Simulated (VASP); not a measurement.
Crystal: SrSiH6.

```
Sr Si H
1.0
     4.69980   -0.21245    0.63587
     2.08574    3.55677    0.73316
     0.48365    2.69748    4.79696
Sr Si H
1 1 6
Cartesian
  2.5604 1.2442 2.7001
  0.0107 0.0117 -0.0019
  -0.3514 1.5734 0.4248
  7.5894 4.5758 5.7921
  1.6083 3.2539 3.8120
  5.7139 2.7693 2.4285
  3.1774 3.4185 1.9522
  4.0573 2.5867 4.2657
```

* Program: VASP 6.6.1
* Task: relaxation of cell and atoms
* Functional: PBEsol
* Potentials or basis: VASP PAW PBE potentials, release 64 (Sr_sv, Si, H)
* Cutoff: 600 eV
* k mesh: 4 × 6 × 4
* Occupations: fermi-dirac, width 0.05 eV
* Spin: no spin polarisation

At the start: pressure 0.3 GPa; volume 9.43 Å³/atom.

Question: How do energy, volume and symmetry change on relaxing?

Answer: Over 16 steps the energy falls by 6.5 meV/atom and the volume is 9.52 Å³/atom (+1.0 %); space group P1 (No. 1, to 0.1 Å) before, P-1 (No. 2, to 0.1 Å).

Step by step:
| step | energy change (eV) | largest force (eV/Å) | pressure (GPa) | volume (Å³) |
| --- | --- | --- | --- | --- |
| 1 | 0.0000 | 0.8203 | 0.35 | 75.43 |
| 2 | -0.0304 | 0.3792 | 0.15 | 75.65 |
| 3 | -0.0306 | 0.3000 | 0.16 | 75.63 |
| 4 | -0.0411 | 0.1928 | 0.23 | 75.78 |
| 5 | -0.0479 | 0.1156 | 0.35 | 76.01 |
| 6 | -0.0498 | 0.0746 | -0.03 | 76.35 |
| 7 | -0.0498 | 0.0717 | -0.12 | 76.43 |
| 8 | -0.0509 | 0.0520 | -0.16 | 76.47 |
| 9 | -0.0515 | 0.0793 | -0.20 | 76.52 |
| 10 | -0.0518 | 0.0733 | 0.00 | 76.32 |
| 11 | -0.0519 | 0.0325 | -0.06 | 76.38 |
| 12 | -0.0521 | 0.0191 | 0.00 | 76.26 |
| 13 | -0.0521 | 0.0287 | 0.04 | 76.19 |
| 14 | -0.0522 | 0.0121 | -0.01 | 76.16 |
| 15 | -0.0522 | 0.0101 | -0.01 | 76.16 |
| 16 | -0.0523 | 0.0080 | 0.00 | 76.14 |

Final structure:
```cif
data_structure
_symmetry_space_group_name_H-M 'P 1'
_symmetry_Int_Tables_number 1
_cell_length_a 4.7548
_cell_length_b 4.1921
_cell_length_c 5.5427
_cell_angle_alpha 52.513
_cell_angle_beta 80.005
_cell_angle_gamma 61.708
_cell_volume 76.14
loop_
_atom_site_label
_atom_site_type_symbol
_atom_site_fract_x
_atom_site_fract_y
_atom_site_fract_z
_atom_site_occupancy
Sr1 Sr 0.49866 0.99898 0.50441 1
Si1 Si 0.99920 0.99887 0.00452 1
H1 H 0.76687 0.36404 0.06522 1
H2 H 0.23177 0.63357 0.94405 1
H3 H 0.09552 0.37381 0.72561 1
H4 H 0.90226 0.62436 0.28305 1
H5 H 0.29528 0.81032 0.24087 1
H6 H 0.70364 0.18721 0.76770 1
```

Caveat: the PAW data sets were made with another functional, which shifts forces and pressure a little.
